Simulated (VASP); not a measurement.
# PbS (Galena) (Fm-3m) in VASP: single point with PBEsol

Aim: the single point of PbS (Galena) with PBEsol.

Program: VASP 6.6.1. These are calculated values, not measurements. Logs are shortened: lines on timing, memory, paths and dates and some standing lists are left out, and cuts for length are marked.

## Step 1: The cell of the first run

Symmetry: Fm-3m, No. 225, cubic system. Conventional cell: a = 5.931 Å, b = 5.931 Å, c = 5.931 Å, α = 90.00°, β = 90.00°, γ = 90.00°. Pb (site symmetry m-3m) has 6 S at 2.97 Å within 3.9 Å. S (site symmetry m-3m) has 6 Pb at 2.97 Å within 3.9 Å.

## Step 2: Single point, PBEsol

INCAR reads:

```
  ALGO = Normal
  EDIFF = 1E-6
  ENCUT = 500
  GGA = PS
  GGA_COMPAT = F
  ISIF = 2
  ISMEAR = 0
  LASPH = T
  LCHARG = T
  LELF = T
  LREAL = F
  LVHAR = T
  LWAVE = F
  NBANDS = 17
  NELM = 120
  PREC = Accurate
  SIGMA = 0.15
```

KPOINTS reads:

```
k-points
0
Gamma
  6 6 6
```

POSCAR reads:

```
PbS
1.0
    0.0000000000      2.9657500000      2.9657500000
    2.9657500000      0.0000000000      2.9657500000
    2.9657500000      2.9657500000      0.0000000000
Pb S
1 1
Direct
    0.0000000000      0.0000000000      0.0000000000
    0.5000000000      0.5000000000      0.5000000000
```

Potentials or basis: VASP PAW PBE potentials, release 64 (Pb_d, S).

Launch:

```console
$ cat potpaw_PBE.64/Pb_d/POTCAR potpaw_PBE.64/S/POTCAR > POTCAR
$ mpirun -np 1 vasp_std > vasp.out
```

OUTCAR:

```text
EDIFF = 1E-6
   ENCUT = 500
   GGA = PS
   ISIF = 2
   ISMEAR = 0
   LASPH = T
   LREAL = F
   NELM = 120
   PREC = Accurate

 ion  position               nearest neighbor table
   1  0.000  0.000  0.000-   2 2.97   2 2.97   2 2.97   2 2.97   2 2.97   2 2.97
   2  0.500  0.500  0.500-   1 2.97   1 2.97   1 2.97   1 2.97   1 2.97   1 2.97

  LATTYP: Found a face centered cubic cell.
 ALAT       =     5.9315000000

  Lattice vectors:

 A1 = (   0.0000000000,   2.9657500000,   2.9657500000)
 A2 = (   2.9657500000,   0.0000000000,   2.9657500000)
 A3 = (   2.9657500000,   2.9657500000,   0.0000000000)

Analysis of symmetry for initial positions (statically):
=====================================================================
 Subroutine PRICEL returns:
 Original cell was already a primitive cell.

 Routine SETGRP: Setting up the symmetry group for a
 face centered cubic supercell.

 Subroutine GETGRP returns: Found 48 space group operations
 (whereof 48 operations were pure point group operations)
 out of a pool of 48 trial point group operations.

The static configuration has the point symmetry O_h .

Analysis of symmetry for dynamics (positions and initial velocities):
=====================================================================
 Subroutine PRICEL returns:
 Original cell was already a primitive cell.

 Routine SETGRP: Setting up the symmetry group for a
 face centered cubic supercell.

 Subroutine GETGRP returns: Found 48 space group operations
 (whereof 48 operations were pure point group operations)
 out of a pool of 48 trial point group operations.

The dynamic configuration has the point symmetry O_h .

 Subroutine INISYM returns: Found 48 space group operations
 (whereof 48 operations are pure point group operations),
 and found     1 'primitive' translations

----------------------------------------------------------------------------------------

                                     Primitive cell

  volume of cell :      52.1715

  direct lattice vectors                    reciprocal lattice vectors
     0.000000000  2.965750000  2.965750000    -0.168591419  0.168591419  0.168591419
     2.965750000  0.000000000  2.965750000     0.168591419 -0.168591419  0.168591419
[... 70 lines left out ...]
   ISPIN  =      1    spin polarized calculation?
   LNONCOLLINEAR =      F non collinear calculations
   LSORBIT =      F    spin-orbit coupling
   LASPH  =      T    aspherical Exc in radial PAW
   ENCUT  =  500.0 eV  36.75 Ry    6.06 a.u.   7.65  7.65  7.65*2*pi/ulx,y,z
   NELM   =    120;   NELMIN=  2; NELMDL= -5     # of ELM steps
   EDIFF  = 0.1E-05   stopping-criterion for ELM
   LREAL  =      F    real-space projection
   EDIFFG = 0.1E-04   stopping-criterion for IOM
   NSW    =      0    number of steps for IOM
   IBRION =     -1    ionic relax: 0-MD 1-quasi-New 2-CG
   NFREE  =      0    steps in history (QN), initial steepest desc. (CG)
   ISIF   =      2    stress and relaxation
   ISYM   =      2    0-nonsym 1-usesym 2-fastsym
   POTIM  = 0.5000    time-step for ionic-motion
   TEBEG  =    0.0;   TEEND  =   0.0 temperature during run
   PSTRESS=    0.0 pullay stress
   NELECT =      20.0000    total number of electrons
   NUPDOWN=      -1.0000    fix difference up-down
   EMIN   =  10.00;   EMAX   =-10.00  energy-range for DOS
   EFERMI =   0.00;   METHOD = LEGACY
   ISMEAR =     0;   SIGMA  =   0.15  broadening in eV -4-tet -1-fermi 0-gaus
   EFERMI_NEDOS =   21; number of points for ismear=-14 and -15
   IALGO  =     38    algorithm
   IMIX   =      4    mixing-type and parameters
     AMIX     =   0.40;   BMIX     =  1.00
     AMIX_MAG =   1.60;   BMIX_MAG =  1.00
  volume/ion in A,a.u.               =      26.09       176.04
  Fermi-wavevector in a.u.,A,eV,Ry     =   1.189251  2.247359 19.242973  1.414319
  Thomas-Fermi vector in A             =   2.325363
   LORBIT       =      0    0 simple, 1 ext, 2 COOP (PROOUT), +10 PAW based schemes
   GGA     = PS    functional components
   LHFCALC =     F    Hartree Fock is set to
   AEXX    =    0.0000 exact exchange contribution
   IVDW    =     0    specifies the selected vdW correction
   LEPSILON=     F    determine dielectric tensor
   LRPA    =     F    only Hartree local field effects (RPA)
 non-spin polarized calculation
 Gauss-broadening in eV      SIGMA  =   0.15
  energy-cutoff  :      500.00
  volume of cell :       52.17
 maximum number of plane-waves:      1363
 NGX is ok and might be reduce to    32
   NGX = 15   NGY = 15   NGZ = 15

 number of electron      19.9999998 magnetization

 Free energy of the ion-electron system (eV)
  ---------------------------------------------------
  ext. energy  EPLUGINS =         0.00000000
  ---------------------------------------------------
  free energy    TOTEN  =        -9.45780607 eV

  energy without entropy =       -9.45630264  energy(sigma->0) =       -9.45705436

 E-fermi :   5.8121     XC(G=0):  -9.8889

 val. band max:        5.6835096471   @ k =   0.5000   0.0000   0.0000
 cond. band min:       5.9406508766   @ k =   0.5000   0.0000   0.0000
 fundamental gap:      0.2571412295
 Fermi energy:         5.8120802622

 k-point     1 :       0.0000    0.0000    0.0000
  band No.  band energies     occupation
      1     -11.0547      2.00000
      2     -11.0547      2.00000
      3     -11.0547      2.00000
      4     -11.0416      2.00000
      5     -11.0416      2.00000
      6      -7.9202      2.00000
[... 297 lines left out ...]
      4     -11.0152      2.00000
      5     -10.9919      2.00000
      6      -6.1821      2.00000
[... 9 lines left out ...]
     16      17.4939      0.00000
     17      17.9460      0.00000

------------------------ aborting loop because EDIFF is reached ----------------------------------------

  FORCE on cell =-STRESS in cart. coord.  units (eV):
  Direction    XX          YY          ZZ          XY          YZ          ZX
  --------------------------------------------------------------------------------------
  -------------------------------------------------------------------------------------
  Total       -0.3174316     -0.3174316     -0.3174316      0.0000000      0.0000000      0.0000000
  in kB       -9.7482611     -9.7482611     -9.7482611      0.0000000      0.0000000      0.0000000
  external PRESSURE =      -9.7482611 kB  Pullay stress =       0.0000000 kB

 VOLUME and BASIS-vectors are now :
 -----------------------------------------------------------------------------
  energy-cutoff  :      500.00
  volume of cell :       52.17
      direct lattice vectors                 reciprocal lattice vectors
     0.000000000  2.965750000  2.965750000    -0.168591419  0.168591419  0.168591419
     2.965750000  0.000000000  2.965750000     0.168591419 -0.168591419  0.168591419
     2.965750000  2.965750000  0.000000000     0.168591419  0.168591419 -0.168591419

 POSITION                                       TOTAL-FORCE (eV/Angst)
 -----------------------------------------------------------------------------------
      0.00000      0.00000      0.00000         0.000000     -0.000000      0.000000
      2.96575      2.96575      2.96575         0.000000      0.000000     -0.000000
 -----------------------------------------------------------------------------------
    total drift:                                0.000000     -0.000000     -0.000000

  FREE ENERGIE OF THE ION-ELECTRON SYSTEM (eV)
  ---------------------------------------------------
  free  energy   TOTEN  =        -9.4578060736 eV

  energy  without entropy=       -9.4563026440  energy(sigma->0) =       -9.45705436
```

OSZICAR:

```text
N       E                     dE             d eps       ncg     rms          rms(c)
DAV:   1     0.152938180360E+03    0.15294E+03   -0.94887E+03   544   0.121E+03
DAV:   2     0.233377080671E+01   -0.15060E+03   -0.14565E+03   562   0.305E+02
DAV:   3    -0.956480677530E+01   -0.11899E+02   -0.11815E+02   743   0.919E+01
DAV:   4    -0.984946461680E+01   -0.28466E+00   -0.28444E+00   655   0.156E+01
DAV:   5    -0.986026844544E+01   -0.10804E-01   -0.10803E-01   821   0.301E+00    0.434E+00
DAV:   6    -0.946104987328E+01    0.39922E+00   -0.11557E+00   843   0.756E+00    0.295E+00
DAV:   7    -0.945830424870E+01    0.27456E-02   -0.10773E-01   653   0.167E+00    0.165E+00
DAV:   8    -0.945816830492E+01    0.13594E-03   -0.12389E-02   665   0.109E+00    0.233E-01
DAV:   9    -0.945772974877E+01    0.43856E-03   -0.28172E-03   835   0.404E-01    0.710E-02
DAV:  10    -0.945780558483E+01   -0.75836E-04   -0.21127E-04   604   0.913E-02    0.373E-02
DAV:  11    -0.945780623156E+01   -0.64673E-06   -0.13886E-05   764   0.362E-02    0.684E-03
DAV:  12    -0.945780607361E+01    0.15795E-06   -0.12301E-06   547   0.154E-02
   1 F= -.94578061E+01 E0= -.94570544E+01  d E =-.150343E-02
```

Wall time 9.9 s (1 thread of Intel Xeon 6975P-C, shared host); peak memory 0.17 GiB.

What came out:

| Quantity | Value |
| --- | --- |
| Free energy | -9.4578 eV |
| Pressure | -1.0 GPa |
| Band gap on the k mesh | 0.26 eV, direct |

Caveat: the PAW data sets were made with another functional, which shifts forces and pressure a little; spin-orbit coupling is left out, which moves the levels of the heavy elements. A k mesh can miss the band edges.
